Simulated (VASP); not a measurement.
Write the native input for VASP 6.6.1 that does the following.

| Item | Value |
| --- | --- |
| Task | single point |
| Functional | LDA |
| Potentials or basis | VASP PAW LDA potentials, release 64 (Sc_sv) |
| Cutoff | 520 eV |
| k mesh | 13 × 13 × 7 |
| Occupations | fermi-dirac, width 0.03 eV |
| Spin | no spin polarisation |
| Dipole correction | no |
| Further INCAR settings | ALGO = Normal; EDIFF = 1e-07; NBANDS = 18 |

The structure of Sc lies in POSCAR:

```
Sc
1.0
    3.3418858763      0.0000000000      0.0000000000
   -1.6709429381      2.8941580654      0.0000000000
    0.0000000000      0.0000000000      5.2680000000
Sc
2
Direct
    0.3333333333      0.6666666667      0.2500000000
    0.6666666667      0.3333333333      0.7500000000
```

This cell differs from its parent crystal: equal xx and yy strain of +1 %.

One way to write it, as run:

INCAR

```
ALGO = Normal
EDIFF = 1E-7
ENCUT = 520
GGA = CA
ISIF = 2
ISMEAR = -1
LASPH = True
LCHARG = True
LELF = True
LREAL = False
LVHAR = True
LWAVE = False
NBANDS = 18
NELM = 60
PREC = Accurate
SIGMA = 0.03
```

KPOINTS

```
k-points
0
Gamma
  13 13 7
```

Potentials or basis: VASP PAW LDA potentials, release 64 (Sc_sv).

Launch:

```console
$ cat potpaw_LDA.64/Sc_sv/POTCAR > POTCAR
$ mpirun -np 1 vasp_std > vasp.out
```

It gave:

```json
{
  "Pressure": "-6.1 GPa",
  "Band gap on the k mesh": "zero (band 11 reaches 4.00 eV, above the bottom of band 12 at 2.81 eV)"
}
```

Caveat: the cell differs from its parent crystal (equal xx and yy strain of +1 %).

Run time: 49 s on 1 thread of Intel(R) Xeon(R) Platinum 8488C (Sapphire Rapids) (shared host), peak memory 0.19 GiB.
